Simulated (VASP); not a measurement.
Input of a VASP 6.6.1 run:

The input INCAR:

```
SYSTEM = ZnSe
PREC = Accurate
ENCUT = 520
EDIFF = 1E-7
ISMEAR = 0
SIGMA = 0.05
LREAL = .False.
LASPH = .True.
NELM = 100
ALGO = Normal
ISIF = 2
LWAVE = .False.
LCHARG = .True.
GGA = PE
IVDW = 12
LELF = .True.
LVHAR = .True.
NBANDS = 16
```

File KPOINTS:

```
regular mesh
0
Gamma
  8 8 8
  0 0 0
```

File POSCAR:

```
ZnSe
1.0
    0.0000000000      2.8462120234      2.8462120234
    2.8462120234      0.0000000000      2.8462120234
    2.8462120234      2.8462120234      0.0000000000
Zn Se
1 1
Direct
    0.0000000000      0.0000000000      0.0000000000
    0.7500000000      0.7500000000      0.7500000000
```

Potentials or basis: VASP PAW PBE potentials, release 64 (Zn, Se).

Run with:

```bash
$ cat potpaw_PBE.64/Zn/POTCAR potpaw_PBE.64/Se/POTCAR > POTCAR
$ mpirun -np 1 vasp_std > vasp.out
```

Predict the dispersion energy per atom.

-0.318 eV.

Predict the band gap on the k mesh.

1.24 eV, direct.

Predict the pressure.

-1.0 GPa.
